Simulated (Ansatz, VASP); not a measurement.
## Two plane-wave programs on KF

POSCAR

```
KF
1.0
    3.1788706815      0.0000000000      0.0000000000
    0.0000000000      3.1788706815      0.0000000000
    0.0000000000      0.0000000000      3.1788706815
K F
1 1
Direct
    0.0000000000      0.0000000000      0.0000000000
    0.5000000000      0.5000000000      0.5000000000
```

INCAR.step1

```
SYSTEM = KF
PREC     = Accurate       ! precision mode
ENCUT    = 520            ! plane-wave cutoff, eV
ISMEAR   = 0              ! smearing method
SIGMA    = 0.01           ! smearing width, eV
LREAL    = .False.        ! projectors in reciprocal space
LASPH    = .True.         ! aspherical terms in the spheres
NELM     = 100            ! most SCF steps
NBANDS   = 15             ! bands
GGA      = PE             ! functional
ALGO     = Normal         ! electronic algorithm
EDIFF    = 1E-4           ! SCF threshold, eV
LWAVE    = .True.         ! write WAVECAR
LCHARG   = .False.        ! write CHGCAR
```

The input INCAR.step2:

```
SYSTEM = KF
PREC     = Accurate       ! precision mode
ENCUT    = 520            ! plane-wave cutoff, eV
EDIFF    = 1E-7           ! SCF threshold, eV
ISMEAR   = 0              ! smearing method
SIGMA    = 0.01           ! smearing width, eV
LREAL    = .False.        ! projectors in reciprocal space
LASPH    = .True.         ! aspherical terms in the spheres
NELM     = 100            ! most SCF steps
ALGO     = Normal         ! electronic algorithm
ISIF     = 2              ! what is computed and relaxed
LWAVE    = .False.        ! write WAVECAR
LCHARG   = .True.         ! write CHGCAR
METAGGA  = R2SCAN         ! meta-GGA
LMIXTAU  = .True.       
LELF     = .True.         ! ELF
LVHAR    = .True.       
NBANDS   = 15             ! bands
ISTART   = 1
```

File KPOINTS:

```
regular mesh
0
Gamma
  6 6 6
  0 0 0
```

Input for Ansatz:

```yaml
crystal:
  lattice:
    - [3.1788706815, 0.0, 0.0]
    - [0.0, 3.1788706815, 0.0]
    - [0.0, 0.0, 3.1788706815]
  atoms:
    - { symbol: K, position: [0.0, 0.0, 0.0] }
    - { symbol: F, position: [0.5, 0.5, 0.5] }
kpoints:
  mp_grid: { grid: [6, 6, 6] }
hamiltonian:
  xc: r2scan
scf:
  occupations: { method: fixed }
output:
  optics:
    e_range: [0, 24]
    de: 0.05
    sigma: 0.1
    bands: { spectra_wanted_up_to: 24 }
```

Alike in both runs: task single point; functional r2SCAN; k mesh 6 × 6 × 6; no spin polarisation.

|  | VASP | Ansatz |
| --- | --- | --- |
| version | VASP 6.6.1 | Ansatz 0.2.0 |
| potentials or method | VASP PAW PBE potentials, release 64 (K_sv, F) | plane waves, PAW |
| plane-wave cutoff (eV) | 520 | 500 |
| occupations | gaussian, width 0.01 eV | fixed |
| valence electrons in the cell | 16 | 16 |

VASP gave:

```
gap on the k mesh at the Fermi level (eV) : 7.73
```

Problem. Which values does Ansatz return?

Solution. gap on the k mesh at the Fermi level (eV): 7.72.

VASP's potentials were made for PBE, not for r2SCAN.
